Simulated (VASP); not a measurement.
Write the native input for VASP 6.6.1 that does the following.

```
Task                   : single point
Functional             : PBEsol
Potentials or basis    : VASP PAW PBE potentials, release 64 (Ti_sv, O)
Cutoff                 : 520 eV
k mesh                 : 18 × 18 × 14
Occupations            : fermi-dirac, width 0.1 eV
Spin                   : no spin polarisation
Dipole correction      : no
Further INCAR settings : ALGO = Normal; EDIFF = 1e-07; NBANDS = 16
```

The structure of TiO lies in POSCAR:

```
TiO
1.0
    3.0309987015      0.0000000000      0.0000000000
   -1.5154993507      2.6249218743      0.0000000000
    0.0000000000      0.0000000000      3.2377000000
Ti O
1 1
Direct
    0.6666666667      0.3333333333      0.0000000000
    0.0000000000      0.0000000000      0.5000000000
```

The input as run:

INCAR

```
SYSTEM = TiO
PREC     = Accurate       ! precision mode
ENCUT    = 520            ! plane-wave cutoff, eV
EDIFF    = 1E-7           ! SCF threshold, eV
ISMEAR   = -1             ! smearing method
SIGMA    = 0.1            ! smearing width, eV
LREAL    = .FALSE.        ! projectors in reciprocal space
LASPH    = .TRUE.         ! aspherical terms in the spheres
NELM     = 80             ! most SCF steps
ALGO     = Normal         ! electronic algorithm
ISIF     = 2              ! what is computed and relaxed
LWAVE    = .FALSE.        ! write WAVECAR
LCHARG   = .FALSE.        ! write CHGCAR
GGA      = PS             ! functional
NBANDS   = 16             ! bands
```

KPOINTS

```
regular mesh
0
G
  18 18 14
  0 0 0
```

Potentials or basis: VASP PAW PBE potentials, release 64 (Ti_sv, O).

Launch:

```bash
$ cat potpaw_PBE.64/Ti_sv/POTCAR potpaw_PBE.64/O/POTCAR > POTCAR
$ mpirun -np 1 vasp_std > vasp.out
```

Results of the run:

| Property | Result |
| --- | --- |
| Pressure | -40.2 GPa |

Caveat: the cell stands under tension; the PAW data sets were made with another functional, which shifts forces and pressure a little.

It took 48 s on 1 thread of Intel(R) Xeon(R) 6975P-C (Granite Rapids), with other jobs on the host, peak memory 0.23 GiB.
